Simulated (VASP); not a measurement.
A run of VASP 6.6.1 is set up as follows.

The input INCAR:

```
PREC = Accurate
ENCUT = 520
EDIFF = 1E-6
ISMEAR = 0
SIGMA = 0.15
LREAL = False
LASPH = True
NELM = 100
ALGO = Fast
ISIF = 2
LWAVE = False
LCHARG = False
GGA = PE
NBANDS = 14
```

The input KPOINTS:

```
regular mesh
0
Gamma
  18 18 10
```

POSCAR

```
TiAl
1.0
    2.7369000000      0.0000000000      0.0000000000
   -1.3684500000      2.3702249276      0.0000000000
    0.0000000000      0.0000000000      4.0906000000
Ti Al
1 1
Direct
    0.0000000000      0.0000000000      0.0000000000
    0.3333333333      0.6666666667      0.5000000000
```

Potentials or basis: VASP PAW PBE potentials, release 64 (Ti_sv, Al).

Launch:

```bash
$ cat potpaw_PBE.64/Ti_sv/POTCAR potpaw_PBE.64/Al/POTCAR > POTCAR
$ mpirun -np 1 vasp_std > vasp.out
```

(1) Estimate the pressure.

Results:

(1) 40.1 GPa.
